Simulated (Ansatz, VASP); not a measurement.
## BN in VASP and in Ansatz

```xyz
4
Lattice="2.5061 0.0000 0.0000 -1.2531 2.1704 0.0000 0.0000 0.0000 6.5974" Properties=species:S:1:pos:R:3 pbc="T T T"
B     0.0000    0.2880    3.0107
B     0.0000    1.4469    0.0000
N     0.0000    0.0000    0.0000
N     1.2531    0.7235    3.2987
```

Alike in both runs: task single point; functional PBE; dispersion D3(BJ); k mesh 12 × 12 × 4; occupations gaussian, width 0.05 eV; no spin polarisation.

|  | VASP | Ansatz |
| --- | --- | --- |
| version | VASP 6.6.1 | Ansatz 0.2.0 |
| potentials or method | VASP PAW PBE potentials, release 64 (B, N), cutoff 520 eV | scalar-relativistic, plane waves, PAW |
| valence electrons in the cell | 16 | 16 |

Ansatz gave:

```
gap on the k mesh at the Fermi level (eV)                     : 1.45
least direct gap on the mesh (eV)                             : 2.37
pressure (GPa)                                                : 7.0
traceless stress, the component that is largest in VASP (GPa) : 12.76
rms of the force components (eV/Å)                            : 2.425
```

**Question.** What did VASP give for the same quantities?

**Answer.** gap on the k mesh at the Fermi level (eV): 1.44; least direct gap on the mesh (eV): 2.36; pressure (GPa): 7.0; traceless stress, the component that is largest in VASP (GPa): 12.84; rms of the force components (eV/Å): 2.424.

Atom by atom the forces differ by 0.010 eV/Å (rms over components).
